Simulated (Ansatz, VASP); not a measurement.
Two plane-wave programs on In2GaP3

```
In Ga P
1.0
     3.80705    0.00000    0.00000
    -1.90353    3.29701    0.00000
     0.00000    0.00000    9.49094
In Ga P
2 1 3
Direct
  0.66667 0.33333 0.82579
  0.33333 0.66667 0.17421
  0.00000 0.00000 0.50000
  0.33333 0.66667 0.64944
  0.66667 0.33333 0.35056
  0.00000 0.00000 0.00000
```

Alike in both runs: functional PBE; k mesh 6 × 6 × 2; occupations gaussian, width 0.1 eV; no spin polarisation.

Ansatz relaxed the structure, and its values are those at the end. VASP's run is a single point on that final structure, the one shown.

|  | VASP | Ansatz |
| --- | --- | --- |
| version | VASP 6.6.1 | Ansatz 0.2.0 |
| potentials or method | VASP PAW PBE potentials, release 64 (In_d, Ga_d, P), cutoff 520 eV | scalar-relativistic, plane waves, PAW |
| valence electrons in the cell | 54 | 54 |

|  | VASP | Ansatz | Ansatz less VASP |
| --- | --- | --- | --- |
| gap on the k mesh at the Fermi level (eV) | none | none | - |
| pressure (GPa) | -0.1 | -0.1 | +0.03 |
| rms of the force components (eV/Å) | 0.009 | 0.010 | +0.0011 |

A gap of «none» marks a metal or a gap that the smearing closes.
